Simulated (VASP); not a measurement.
A run of VASP 6.6.1 is set up as follows.

Contents of INCAR:

```
SYSTEM = Nb
PREC = Accurate ; ENCUT = 600
EDIFF = 1E-7 ; ISMEAR = -1
SIGMA = 0.05 ; LREAL = .FALSE.
LASPH = .TRUE. ; NELM = 80
ALGO = Normal ; ISIF = 3
LWAVE = .FALSE. ; LCHARG = .FALSE.
GGA = PS ; IBRION = 2
NSW = 80 ; EDIFFG = -0.03
```

The input KPOINTS:

```
regular mesh
0
G
  7 7 7
  0 0 0
```

File POSCAR:

```
Nb
1.0
    3.2749893197      0.0000000000      0.0000000000
    0.0000000000      3.2749893197      0.0000000000
    0.0000000000      0.0000000000      3.2749893197
Nb
2
Direct
    0.0000000000      0.0000000000      0.0000000000
    0.5000000000      0.5000000000      0.5000000000
```

Potentials or basis: VASP PAW PBE potentials, release 64 (Nb_sv).

Command:

```sh
$ cat potpaw_PBE.64/Nb_sv/POTCAR > POTCAR
$ mpirun -np 1 vasp_std > vasp.out
```

(1) Predict the band gap on the k mesh.

Results:

(1) zero (band 13 reaches 12.83 eV, above the bottom of band 14 at 10.15 eV).

Caveat: the relaxation stopped at its first step, so nothing moved.
